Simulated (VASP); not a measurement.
# PbSe in VASP: notebook

The runs below take PbSe through single point, with PBE.

All numbers are computed with VASP 6.6.1; they aren't measurements. Logs are shortened: lines on timing, memory, paths and dates and some standing lists are left out, and cuts for length are marked.

## (1) The cell of the first run

The structure is trigonal, space group R3m (No. 160). The conventional cell has a = 4.391 Å, b = 4.391 Å, c = 10.760 Å, α = 90.00°, β = 90.00°, γ = 120.00°. Pb (site symmetry 3m) has 6 Se at 3.07 to 3.14 Å within 4.0 Å. Se (site symmetry 3m) has 6 Pb at 3.07 to 3.14 Å within 4.0 Å.

## (2) Single point, PBE

INCAR

```
SYSTEM = PbSe
  ALGO = Normal
  EDIFF = 1E-6
  ENCUT = 520
  GGA = PE
  ISIF = 2
  ISMEAR = 0
  LASPH = .TRUE.
  LCHARG = .FALSE.
  LREAL = .FALSE.
  LWAVE = .FALSE.
  NBANDS = 17
  NELM = 100
  PREC = Accurate
  SIGMA = 0.1
```

KPOINTS

```
k-points
0
G
  6 6 6
  0 0 0
```

POSCAR

```
PbSe
1.0
    2.1956853098      1.2676795047      3.5867648460
   -2.1956853098      1.2676795047      3.5867648460
    0.0000000000     -2.5353590093      3.5867648460
Pb Se
1 1
Direct
    0.9973640064      0.9973640064      0.9973640064
    0.5026359936      0.5026359936      0.5026359936
```

Potentials or basis: VASP PAW PBE potentials, release 64 (Pb_d, Se).

Command:

```bash
$ cat potpaw_PBE.64/Pb_d/POTCAR potpaw_PBE.64/Se/POTCAR > POTCAR
$ mpirun -np 1 vasp_std > vasp.out
```

OUTCAR:

```text
SYSTEM = PbSe
   EDIFF = 1E-6
   ENCUT = 520
   GGA = PE
   ISIF = 2
   ISMEAR = 0
   LASPH = .TRUE.
   LREAL = .FALSE.
   NELM = 100
   PREC = Accurate

 ion  position               nearest neighbor table
   1  0.997  0.997  0.997-   2 3.07   2 3.07   2 3.07   2 3.14   2 3.14   2 3.14
   2  0.503  0.503  0.503-   1 3.07   1 3.07   1 3.07   1 3.14   1 3.14   1 3.14

  LATTYP: Found a trigonal (rhomboedric) cell.
 ALAT       =     4.3923714969
 COS(alpha) =     0.5002278412

  Lattice vectors:

 A1 = (   2.1956853098,   1.2676795047,   3.5867648460)
 A2 = (  -2.1956853098,   1.2676795047,   3.5867648460)
 A3 = (   0.0000000000,  -2.5353590093,   3.5867648460)

Analysis of symmetry for initial positions (statically):
=====================================================================
 Subroutine PRICEL returns:
 Original cell was already a primitive cell.

 Routine SETGRP: Setting up the symmetry group for a
 trigonal (rhombohedral) supercell.

 Subroutine GETGRP returns: Found  6 space group operations
 (whereof  6 operations were pure point group operations)
 out of a pool of 12 trial point group operations.

The static configuration has the point symmetry C_3v.

Analysis of symmetry for dynamics (positions and initial velocities):
=====================================================================
 Subroutine PRICEL returns:
 Original cell was already a primitive cell.

 Routine SETGRP: Setting up the symmetry group for a
 trigonal (rhombohedral) supercell.

 Subroutine GETGRP returns: Found  6 space group operations
 (whereof  6 operations were pure point group operations)
 out of a pool of 12 trial point group operations.

The dynamic configuration has the point symmetry C_3v.

 Subroutine INISYM returns: Found  6 space group operations
 (whereof  6 operations are pure point group operations),
 and found     1 'primitive' translations

----------------------------------------------------------------------------------------

                                     Primitive cell

  volume of cell :      59.9010

  direct lattice vectors                    reciprocal lattice vectors
     2.195685310  1.267679505  3.586764846     0.227719336  0.131473820  0.092934259
    -2.195685310  1.267679505  3.586764846    -0.227719336  0.131473820  0.092934259
     0.000000000 -2.535359009  3.586764846     0.000000000 -0.262947639  0.092934259

  length of vectors
     4.392371497  4.392371497  4.392371497     0.278887500  0.278887500  0.278887500

  position of ions in fractional coordinates (direct lattice)
     0.997364006  0.997364006  0.997364006
     0.502635994  0.502635994  0.502635994

  ion indices of the primitive-cell ions
   primitive index   ion index
                 1           1
                 2           2

----------------------------------------------------------------------------------------

 KPOINTS: k-points

Automatic generation of k-mesh.
 Grid dimensions read from file:
 generate k-points for:    6    6    6

 Generating k-lattice:

  Cartesian coordinates                     Fractional coordinates (reciprocal lattice)
     0.037953223  0.021912303  0.015489043     0.166666667  0.000000000  0.000000000
    -0.037953223  0.021912303  0.015489043     0.000000000  0.166666667  0.000000000
     0.000000000 -0.043824607  0.015489043     0.000000000  0.000000000  0.166666667

  Length of vectors
     0.046481250  0.046481250  0.046481250

  Shift w.r.t. Gamma in fractional coordinates (k-lattice)
     0.000000000  0.000000000  0.000000000

 Subroutine IBZKPT returns following result:
 ===========================================

 Found     32 irreducible k-points:

 Following reciprocal coordinates:
            Coordinates               Weight
  0.000000  0.000000  0.000000      1.000000
  0.166667  0.000000 -0.000000      6.000000
  0.333333 -0.000000 -0.000000      6.000000
  0.500000 -0.000000  0.000000      3.000000
  0.166667  0.166667 -0.000000      6.000000
  0.333333  0.166667 -0.000000     12.000000
[... 16 lines left out ...]
  0.500000  0.500000  0.166667      6.000000
 -0.333333  0.500000  0.166667     12.000000
 [... further k-points ...]
   k-points           NKPTS =     32   k-points in BZ     NKDIM =     32   number of bands    NBANDS=     17
   number of dos      NEDOS =    301   number of ions     NIONS =      2
   total plane-waves  NPLWV =  46656
   dimension x,y,z NGX =    36 NGY =   36 NGZ =   36
   dimension x,y,z NGXF=    72 NGYF=   72 NGZF=   72
   ions per type =               1   1
   NGX,Y,Z   is equivalent  to a cutoff of  13.63, 13.63, 13.63 a.u.
   NGXF,Y,Z  is equivalent  to a cutoff of  27.25, 27.25, 27.25 a.u.
 SYSTEM =  PbSe
   PREC   = accura    normal or accurate (medium, high low for compatibility)
   ISTART =      0    job   : 0-new  1-cont  2-samecut
   ICHARG =      2    charge: 1-file 2-atom 10-const
   ISPIN  =      1    spin polarized calculation?
   LNONCOLLINEAR =      F non collinear calculations
   LSORBIT =      F    spin-orbit coupling
   LASPH  =      T    aspherical Exc in radial PAW
   ENCUT  =  520.0 eV  38.22 Ry    6.18 a.u.   8.17  8.17  8.17*2*pi/ulx,y,z
   NELM   =    100;   NELMIN=  2; NELMDL= -5     # of ELM steps
   EDIFF  = 0.1E-05   stopping-criterion for ELM
   LREAL  =      F    real-space projection
   EDIFFG = 0.1E-04   stopping-criterion for IOM
   NSW    =      0    number of steps for IOM
   IBRION =     -1    ionic relax: 0-MD 1-quasi-New 2-CG
   NFREE  =      0    steps in history (QN), initial steepest desc. (CG)
   ISIF   =      2    stress and relaxation
   ISYM   =      2    0-nonsym 1-usesym 2-fastsym
   POTIM  = 0.5000    time-step for ionic-motion
   TEBEG  =    0.0;   TEEND  =   0.0 temperature during run
   PSTRESS=    0.0 pullay stress
   NELECT =      20.0000    total number of electrons
   NUPDOWN=      -1.0000    fix difference up-down
   EMIN   =  10.00;   EMAX   =-10.00  energy-range for DOS
   EFERMI =   0.00;   METHOD = LEGACY
   ISMEAR =     0;   SIGMA  =   0.10  broadening in eV -4-tet -1-fermi 0-gaus
   EFERMI_NEDOS =   21; number of points for ismear=-14 and -15
   IALGO  =     38    algorithm
   IMIX   =      4    mixing-type and parameters
     AMIX     =   0.40;   BMIX     =  1.00
     AMIX_MAG =   1.60;   BMIX_MAG =  1.00
  volume/ion in A,a.u.               =      29.95       202.12
  Fermi-wavevector in a.u.,A,eV,Ry     =   1.135726  2.146211 17.549797  1.289874
  Thomas-Fermi vector in A             =   2.272431
   LORBIT       =      0    0 simple, 1 ext, 2 COOP (PROOUT), +10 PAW based schemes
   GGA     = PE    functional components
   LHFCALC =     F    Hartree Fock is set to
   AEXX    =    0.0000 exact exchange contribution
   IVDW    =     0    specifies the selected vdW correction
   LEPSILON=     F    determine dielectric tensor
   LRPA    =     F    only Hartree local field effects (RPA)
 non-spin polarized calculation
 Gauss-broadening in eV      SIGMA  =   0.10
  energy-cutoff  :      520.00
  volume of cell :       59.90
 maximum number of plane-waves:      1639
 NGX is ok and might be reduce to    36
   NGX = 17   NGY = 17   NGZ = 17

 number of electron      20.0000001 magnetization

 Free energy of the ion-electron system (eV)
  ---------------------------------------------------
  ext. energy  EPLUGINS =         0.00000000
  ---------------------------------------------------
  free energy    TOTEN  =        -8.20089924 eV

  energy without entropy =       -8.20088706  energy(sigma->0) =       -8.20089315

 E-fermi :   4.7218     XC(G=0):  -9.3305

 val. band max:        4.4998457414   @ k =   0.5000  -0.0000   0.0000
 cond. band min:       4.9439997169   @ k =   0.5000  -0.0000   0.0000
 fundamental gap:      0.4441539756
 Fermi energy:         4.7218452146

 k-point     1 :       0.0000    0.0000    0.0000
  band No.  band energies     occupation
      1     -12.2297      2.00000
      2     -12.2294      2.00000
      3     -12.2294      2.00000
      4     -12.2239      2.00000
      5     -12.2239      2.00000
      6      -8.7009      2.00000
[... 9 lines left out ...]
     16      11.1690      0.00000
     17      12.6694      0.00000

 k-point     2 :       0.1667    0.0000   -0.0000
  band No.  band energies     occupation
      1     -12.2305      2.00000
      2     -12.2302      2.00000
      3     -12.2284      2.00000
      4     -12.2211      2.00000
      5     -12.2209      2.00000
      6      -8.5099      2.00000
[... 9 lines left out ...]
     16      11.7070      0.00000
     17      14.2905      0.00000

 k-point     3 :       0.3333   -0.0000   -0.0000
  band No.  band energies     occupation
      1     -12.2401      2.00000
      2     -12.2397      2.00000
      3     -12.2269      2.00000
      4     -12.2077      2.00000
      5     -12.2075      2.00000
      6      -8.0421      2.00000
[... 9 lines left out ...]
     16      13.1202      0.00000
     17      16.1254      0.00000

 k-point     4 :       0.5000   -0.0000    0.0000
  band No.  band energies     occupation
      1     -12.2450      2.00000
      2     -12.2445      2.00000
      3     -12.2262      2.00000
      4     -12.2009      2.00000
      5     -12.2006      2.00000
      6      -7.7351      2.00000
[... 9 lines left out ...]
     16      14.7159      0.00000
     17      14.7181      0.00000

 k-point     5 :       0.1667    0.1667   -0.0000
  band No.  band energies     occupation
      1     -12.2393      2.00000
      2     -12.2332      2.00000
      3     -12.2205      2.00000
      4     -12.2205      2.00000
      5     -12.2197      2.00000
      6      -8.4434      2.00000
[... 9 lines left out ...]
     16      12.6770      0.00000
     17      13.3376      0.00000

 k-point     6 :       0.3333    0.1667   -0.0000
  band No.  band energies     occupation
      1     -12.2560      2.00000
      2     -12.2320      2.00000
      3     -12.2261      2.00000
      4     -12.2122      2.00000
      5     -12.2056      2.00000
      6      -8.0596      2.00000
[... 9 lines left out ...]
     16      13.9871      0.00000
     17      15.2502      0.00000

 k-point     7 :       0.5000    0.1667    0.0000
  band No.  band energies     occupation
      1     -12.2620      2.00000
      2     -12.2348      2.00000
      3     -12.2244      2.00000
      4     -12.2081      2.00000
      5     -12.1994      2.00000
      6      -7.6654      2.00000
[... 9 lines left out ...]
     16      14.9454      0.00000
     17      15.2282      0.00000

 k-point     8 :      -0.3333    0.1667    0.0000
  band No.  band energies     occupation
      1     -12.2524      2.00000
      2     -12.2380      2.00000
      3     -12.2222      2.00000
      4     -12.2075      2.00000
      5     -12.2070      2.00000
      6      -7.7692      2.00000
[... 9 lines left out ...]
     16      14.1786      0.00000
     17      15.4942      0.00000
[... 203 lines left out ...]
      1     -12.2560      2.00000
      2     -12.2320      2.00000
      3     -12.2261      2.00000
      4     -12.2123      2.00000
      5     -12.2055      2.00000
      6      -8.0610      2.00000
[... 9 lines left out ...]
     16      13.9921      0.00000
     17      15.2360      0.00000

 k-point    20 :       0.5000    0.3333    0.1667
  band No.  band energies     occupation
      1     -12.2750      2.00000
      2     -12.2295      2.00000
      3     -12.2264      2.00000
      4     -12.2052      2.00000
      5     -12.2021      2.00000
      6      -7.6981      2.00000
[... 9 lines left out ...]
     16      14.7456      0.00000
     17      15.0432      0.00000

 k-point    21 :      -0.3333    0.3333    0.1667
  band No.  band energies     occupation
      1     -12.2822      2.00000
      2     -12.2293      2.00000
      3     -12.2177      2.00000
      4     -12.2155      2.00000
      5     -12.1965      2.00000
      6      -7.4859      2.00000
[... 9 lines left out ...]
     16      15.8845      0.00000
     17      15.8918      0.00000

 k-point    22 :      -0.1667    0.3333    0.1667
  band No.  band energies     occupation
      1     -12.2752      2.00000
      2     -12.2295      2.00000
      3     -12.2264      2.00000
      4     -12.2051      2.00000
      5     -12.2021      2.00000
      6      -7.6963      2.00000
[... 9 lines left out ...]
     16      14.7462      0.00000
     17      15.0444      0.00000

 k-point    23 :       0.5000    0.5000    0.1667
  band No.  band energies     occupation
      1     -12.3030      2.00000
      2     -12.2371      2.00000
      3     -12.2157      2.00000
      4     -12.1991      2.00000
      5     -12.1954      2.00000
      6      -7.5133      2.00000
[... 9 lines left out ...]
     16      15.7122      0.00000
     17      16.3185      0.00000

 k-point    24 :      -0.3333    0.5000    0.1667
  band No.  band energies     occupation
      1     -12.3040      2.00000
      2     -12.2318      2.00000
      3     -12.2186      2.00000
      4     -12.2055      2.00000
      5     -12.1919      2.00000
      6      -7.4051      2.00000
[... 9 lines left out ...]
     16      16.0135      0.00000
     17      17.1912      0.00000

 [... further k-points ...]
[... 5 lines left out ...]
  --------------------------------------------------------------------------------------
  -------------------------------------------------------------------------------------
  Total        0.0445535      0.0445535      0.0521796      0.0000000      0.0000000      0.0000000
  in kB        1.1916782      1.1916782      1.3956527      0.0000000      0.0000000      0.0000000
  external PRESSURE =       1.2596697 kB  Pullay stress =       0.0000000 kB

 VOLUME and BASIS-vectors are now :
 -----------------------------------------------------------------------------
  energy-cutoff  :      520.00
  volume of cell :       59.90
      direct lattice vectors                 reciprocal lattice vectors
     2.195685310  1.267679505  3.586764846     0.227719336  0.131473820  0.092934259
    -2.195685310  1.267679505  3.586764846    -0.227719336  0.131473820  0.092934259
     0.000000000 -2.535359009  3.586764846     0.000000000 -0.262947639  0.092934259

 POSITION                                       TOTAL-FORCE (eV/Angst)
 -----------------------------------------------------------------------------------
      0.00000      0.00000     10.73193         0.000000      0.000000      0.004874
      0.00000      0.00000      5.40851         0.000000     -0.000000     -0.004874
 -----------------------------------------------------------------------------------
    total drift:                                0.000000      0.000000      0.000039

  FREE ENERGIE OF THE ION-ELECTRON SYSTEM (eV)
  ---------------------------------------------------
  free  energy   TOTEN  =        -8.2008992385 eV

  energy  without entropy=       -8.2008870591  energy(sigma->0) =       -8.20089315
```

Wall time 22 s (1 thread of Intel Xeon Platinum 8488C (Sapphire Rapids), shared host); peak memory 0.21 GiB.

Results:

```
Free energy            : -8.2009 eV
Pressure               : 0.1 GPa
Largest force          : 0.005 eV/Å
Band gap on the k mesh : 0.44 eV
```

Forces in eV/Å, atoms in the order of the input:
```
Pb   0.000  0.000  0.005
Se   0.000  0.000 -0.005
```

Caveat: spin-orbit coupling is left out, which moves the levels of the heavy elements. A k mesh can miss the band edges.

[end of part 1 of 2]
